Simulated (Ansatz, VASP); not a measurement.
## Two plane-wave programs on Mg

INCAR

```
SYSTEM = Mg
ALGO = Normal
EDIFF = 1E-6
ENCUT = 520
GGA = PE
ISIF = 2
ISMEAR = 1
LASPH = .True.
LCHARG = .True.
LELF = .True.
LREAL = .False.
LVHAR = .True.
LWAVE = .False.
NBANDS = 9
NELM = 80
PREC = Accurate
SIGMA = 0.03
```

The input KPOINTS:

```
k-points
0
Gamma
  11 11 6
  0 0 0
```

Contents of POSCAR:

```
Mg
1.0
    3.1953117277      0.0000000000      0.0000000000
   -1.5976558638      2.7672211292      0.0000000000
    0.0000000000      0.0000000000      5.1879445283
Mg
2
Direct
    0.3333333333      0.6666666667      0.2500000000
    0.6666666667      0.3333333333      0.7500000000
```

Input for Ansatz:

```yaml
crystal:
  lattice:
    - [3.1953117277, 0.0, 0.0]
    - [-1.5976558638, 2.7672211292, 0.0]
    - [0.0, 0.0, 5.1879445283]
  atoms:
    - { symbol: Mg, position: [0.3333333333, 0.6666666667, 0.25] }
    - { symbol: Mg, position: [0.6666666667, 0.3333333333, 0.75] }
hamiltonian:
  xc: pbe
  pseudopotentials:
    kind: paw
    azcp:
      Mg: "pseudopotentials/Mg.paw.azcp"
basis:
  ecutwfc: 420
  fft_grid_basis: typed
kpoints:
  mp_grid: { grid: [11, 11, 6], shift: [0, 0, 0] }
magnetization:
  spin_polarized: false
scf:
  occupations: { method: cold, width: 0.03 }
  lower_state_search: "off"
output:
  stress: true
```

Alike in both runs: task single point; functional PBE; k mesh 11 × 11 × 6; no spin polarisation.

|  | VASP | Ansatz |
| --- | --- | --- |
| version | VASP 6.6.1 | Ansatz 0.2.0 |
| potentials or method | VASP PAW PBE potentials, release 64 (Mg), cutoff 520 eV | plane waves (420 eV) with PAW, scalar-relativistic |
| occupations | methfessel-paxton of order 1, width 0.03 eV | cold, width 0.03 eV |
| valence electrons in the cell | 4 | 20 |

Ansatz gave:

| Quantity | Value |
| --- | --- |
| pressure (GPa) | 0.0 |
| traceless stress, the component that is largest in VASP (GPa) | 0.06 |

**Question.** Which values does VASP return?

**Answer.** Pressure (GPa): -0.2; traceless stress, the component that is largest in VASP (GPa): 0.02.

VASP's potentials hold 4 valence electrons a cell and Ansatz's 20, so a difference there can come from the potentials and not from the codes.
